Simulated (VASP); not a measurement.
A run of VASP 6.6.1 is set up as follows.

Contents of INCAR:

```
PREC = Accurate
ENCUT = 520
EDIFF = 1E-6
ISMEAR = 0
SIGMA = 0.1
LREAL = Auto
LASPH = True
NELM = 60
ALGO = Normal
ISIF = 2
LWAVE = False
LCHARG = True
LDIPOL = True
IDIPOL = 3
DIPOL = 0.5 0.5 0.299
GGA = PE
LELF = True
LVHAR = True
LVACPOTAV = True
NBANDS = 44
```

File KPOINTS:

```
regular mesh
0
Gamma
  5 3 1
```

Contents of POSCAR:

```
Al9H
1.0
    5.7070863106      0.0000000000      0.0000000000
   -1.4267715776      9.7014842380      0.0000000000
    0.0000000000      0.0000000000     22.7903703519
Al H
18 2
Direct
    0.2662216041      0.0648864163      0.1755127248
    0.7662216041      0.0648864163      0.1755127248
    0.3354806058      0.3419224231      0.2192029854
    0.8354806058      0.3419224231      0.2192029854
    0.1493324061      0.5973296244      0.2279410375
    0.6493324061      0.5973296244      0.2279410375
    0.4631842064      0.8527368258      0.2366790896
    0.9631842065      0.8527368258      0.2366790896
    0.0319772093      0.1277109169      0.2808262502
    0.5319772093      0.1277109169      0.2808262502
    0.0997917601      0.4042231294      0.3301071124
    0.5997917601      0.4042231294      0.3301071124
    0.4144000537      0.6596656514      0.3369822081
    0.9144000537      0.6596656514      0.3369822081
    0.2263076916      0.9110819252      0.3449259130
    0.7263076916      0.9110819252      0.3449259130
    0.2962427243      0.1814072004      0.3857054631
    0.7962427243      0.1814072004      0.3857054631
    0.6062643800      0.3914885899      0.4475736986
    0.6062643800      0.4577756274      0.4475736986
```

Potentials or basis: VASP PAW PBE potentials, release 64 (Al, H).

The run is started by

```console
$ cat potpaw_PBE.64/Al/POTCAR potpaw_PBE.64/H/POTCAR > POTCAR
$ mpirun -np 1 vasp_std > vasp.out
```

(1) Predict the largest force.

(2) Predict the band gap on the k mesh.

Results:

(1) 5.179 eV/Å.

(2) zero (band 28 reaches -1.03 eV, above the bottom of band 29 at -1.76 eV).
